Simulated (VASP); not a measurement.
Runs of VASP 6.6.1 on ZnSe. Symmetry: F-43m, No. 216, cubic system. Conventional cell: a = 5.665 Å, b = 5.665 Å, c = 5.665 Å, α = 90.00°, β = 90.00°, γ = 90.00°. Within 3.2 Å of Zn (site symmetry -43m) lie 4 Se at 2.45 Å. Se (site symmetry -43m) has 4 Zn at 2.45 Å within 3.2 Å. 

```csv
level,potentials or basis,k mesh,gap on the mesh (eV),pressure (GPa)
PBE,"VASP PAW PBE potentials, release 64 (Zn, Se)",6 × 6 × 6,1.29,2.5
LDA,"VASP PAW LDA potentials, release 64 (Zn, Se)",4 × 4 × 4,1.05,(a)
PBE,"VASP PAW PBE potentials, release 64 (Zn, Se)",4 × 4 × 4,1.28,(b)
r2SCAN,"VASP PAW PBE potentials, release 64 (Zn, Se)",4 × 4 × 4,(c),0.4
```

Alike in all rows: no spin polarisation; cell as given; smearing gaussian 0.01 eV.

Problem. Estimate the missing entries.

Solution. (a) -2.7; (b) 2.8; (c) 1.86.

Caveats: some runs use coarse meshes; the PAW data sets were made with another functional, which shifts forces and pressure a little (at least some runs).

A k mesh can miss the band edges, and the runs leave out spin-orbit coupling on Se.
